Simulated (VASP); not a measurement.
A run of VASP 6.6.1 is set up as follows.

File INCAR:

```
PREC     = Accurate       # precision mode
ENCUT    = 520            # plane-wave cutoff, eV
EDIFF    = 1E-6           # SCF threshold, eV
ISMEAR   = 1              # smearing method
SIGMA    = 0.1            # smearing width, eV
LREAL    = False          # projectors in reciprocal space
LASPH    = True           # aspherical terms in the spheres
NELM     = 100            # most SCF steps
ALGO     = Normal         # electronic algorithm
ISIF     = 2              # what is computed and relaxed
LWAVE    = False          # write WAVECAR
LCHARG   = False          # write CHGCAR
GGA      = B5             # functional
ALDAX    = 1.0          
AGGAX    = 1.0          
AGGAC    = 1.0          
ALDAC    = 0.0          
IVDW     = 12             # dispersion correction
VDW_S6   = 1.0          
VDW_S8   = 2.6996       
VDW_A1   = 0.4298       
VDW_A2   = 4.2359       
NBANDS   = 16             # bands
```

KPOINTS

```
regular mesh
0
Gamma
  14 14 8
```

POSCAR

```
Ir
1.0
    2.7402981895      0.0000000000      0.0000000000
   -1.3701490947      2.3731678460      0.0000000000
    0.0000000000      0.0000000000      4.4421874526
Ir
2
Direct
    0.6666666667      0.3333333333      0.7500000000
    0.3333333333      0.6666666667      0.2500000000
```

Potentials or basis: VASP PAW PBE potentials, release 64 (Ir).

Command:

```console
$ cat potpaw_PBE.64/Ir/POTCAR > POTCAR
$ mpirun -np 1 vasp_std > vasp.out
```

Estimate the dispersion energy per atom.

-1.688 eV.

Predict the band gap on the k mesh.

zero (bands 9 and 10 overlap by 3.14 eV).

Predict the pressure.

3.1 GPa.

Stress tensor (GPa, compression positive):
```
3.00 0.00 0.00
0.00 3.00 0.00
0.00 0.00 3.18
```

Caveat: the cell stands under pressure; the dispersion term is far too large for a dense solid, which distorts pressure and volume; the PAW data sets were made with another functional, which shifts forces and pressure a little; spin-orbit coupling is left out, which moves the levels of the heavy elements.
